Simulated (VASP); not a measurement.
PtSe2: single point with LDA

The system is PtSe2.

```
Pt Se
1.0
     3.75153    0.00000    0.00000
    -1.87576    3.24892    0.00000
     0.00000    0.00000    6.51415
Pt Se
1 2
Cartesian
  0.0000 0.0000 0.0000
  0.0000 2.1659 1.3067
  1.8758 1.0830 5.2074
```

```
Program                : VASP 6.6.1
Task                   : single point
Functional             : LDA
Potentials or basis    : VASP PAW LDA potentials, release 64 (Pt, Se)
Cutoff                 : 520 eV
k mesh                 : 12 × 12 × 4
Occupations            : gaussian, width 0.02 eV
Spin                   : no spin polarisation
Dipole correction      : no
Further INCAR settings : ALGO = Normal; EDIFF = 1e-06; NBANDS = 18
```

```
Pressure               : -5.1 GPa
Largest force          : 0.574 eV/Å
Band gap on the k mesh : 0.78 eV (least direct gap 0.92 eV)
```

Forces in eV/Å, atoms in the order of the input:
```
Pt   0.000  0.000  0.000
Se   0.000  0.000 -0.574
Se   0.000  0.000  0.574
```

Stress tensor (GPa, compression positive):
```
-5.61  0.00  0.00
 0.00 -5.61  0.00
 0.00  0.00 -4.18
```

Levels at points of the mesh, in eV from the valence-band top:
```csv
k point,band 8,band 9,band 10,band 11,band 12,band 13,band 14,band 15
"(0.00, 0.00, 0.00)",-1.59,-0.26,-0.26,-0.23,2.62,2.62,3.91,5.09
"(0.50, 0.00, 0.00)",-2.49,-2.15,-2.10,-1.86,1.89,2.49,4.57,5.89
"(0.00, 0.00, 0.50)",-1.41,-1.28,-0.29,-0.29,2.69,2.69,5.16,5.65
"(0.50, 0.00, 0.50)",-2.52,-2.21,-2.04,-1.36,2.11,2.33,4.28,5.52
```

It took 2.2 min on 1 thread of AMD EPYC 7R13, with other jobs on the host, peak memory 0.2 GiB.

Caveat: the cell stands under tension; spin-orbit coupling is left out, which moves the levels of the heavy elements. A k mesh can miss the band edges.
